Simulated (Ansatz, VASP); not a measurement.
La2N3O in VASP and in Ansatz

```xyz
12
Lattice="-4.0893 0.0015 -0.0120 0.0049 -4.4445 0.0941 1.2629 0.4745 13.7447" Properties=species:S:1:pos:R:3 pbc="T T T"
La   -1.3009   -1.0686    5.7951
La   -2.7117   -3.0455   12.7086
La   -3.3592   -3.3379    3.6888
La   -0.6855   -0.8727   10.5201
N    -2.0818   -3.4379    1.0030
N     0.5921   -0.9819    7.8343
N    -1.1726   -3.4061    1.7398
N    -2.5882   -0.9459    8.5590
N    -3.3616   -1.0957    4.5156
N    -0.6833   -3.0741   11.4405
O    -1.3005   -3.3087    5.0381
O    -2.7162   -0.8412   11.8574
```

Change from the starting cell: cell x2, atoms moved at random (sigma 0.05 Å) and cell strained at random (1.5 %), then relaxed without symmetry.

Alike in both runs: functional PBE; k mesh 6 × 6 × 2; occupations gaussian, width 0.2 eV; no spin polarisation.

Ansatz relaxed the structure, and its values are those at the end. VASP's run is a single point on that final structure, the one shown.

|  | VASP | Ansatz |
| --- | --- | --- |
| version | VASP 6.6.1 | Ansatz 0.2.0 |
| potentials or method | VASP PAW PBE potentials, release 64 (La, N, O), cutoff 520 eV | scalar-relativistic, plane waves, PAW |
| valence electrons in the cell | 86 | 86 |

|  | VASP | Ansatz | Ansatz less VASP |
| --- | --- | --- | --- |
| gap on the k mesh at the Fermi level (eV) | none | none | - |
| pressure (GPa) | 0.2 | 0.1 | -0.13 |
| rms of the force components (eV/Å) | 0.225 | 0.003 | -0.2216 |

A gap of «none» marks a metal or a gap that the smearing closes. One of these differences is far larger than is usual between the two programs; its cause wasn't traced.

Neither program's run includes spin-orbit coupling. Noted on VASP's run: the standard files for N, O and F lose accuracy on very short bonds.
